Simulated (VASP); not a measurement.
Set up this calculation in VASP 6.6.1, as the native input.

* Task: single point
* Functional: PBE
* Potentials or basis: VASP PAW PBE potentials, release 64 (Na_pv, I)
* Cutoff: 500 eV
* k mesh: 6 × 6 × 6
* Occupations: gaussian, width 0.05 eV
* Spin: no spin polarisation
* Dipole correction: no
* Further INCAR settings: ALGO = Normal; EDIFF = 1e-06; NBANDS = 14

The structure of NaI lies in POSCAR:

```
NaI
1.0
    0.0000000000      3.2364000000      3.2364000000
    3.7218600000      0.0000000000      3.2364000000
    3.7218600000      3.2364000000      0.0000000000
Na I
1 1
Direct
    0.0000000000      0.0000000000      0.0000000000
    0.5000000000      0.5000000000      0.5000000000
```

This cell differs from its parent crystal: strain +0.1500 x Voigt [1, 0, 0, 0, 0, 0].

These files were run (other wordings do the same):

INCAR

```
  PREC = Accurate
  ENCUT = 500
  EDIFF = 1E-6
  ISMEAR = 0
  SIGMA = 0.05
  LREAL = F
  LASPH = T
  NELM = 120
  ALGO = Normal
  ISIF = 2
  LWAVE = F
  LCHARG = F
  GGA = PE
  NBANDS = 14
  GGA_COMPAT = F
```

KPOINTS

```
Automatic mesh
0
Gamma
  6 6 6
```

Potentials or basis: VASP PAW PBE potentials, release 64 (Na_pv, I).

Run with:

```sh
$ cat potpaw_PBE.64/Na_pv/POTCAR potpaw_PBE.64/I/POTCAR > POTCAR
$ mpirun -np 1 vasp_std > vasp.out
```

Results of the run:

* Pressure: -0.8 GPa
* Band gap on the k mesh: 3.33 eV

Caveat: the cell differs from its parent crystal (strain +0.1500 x Voigt [1, 0, 0, 0, 0, 0]); spin-orbit coupling is left out, which moves the levels of the heavy elements.

Wall time 28 s on 1 thread of Intel Xeon 8259CL (shared host), peak memory 0.21 GiB.
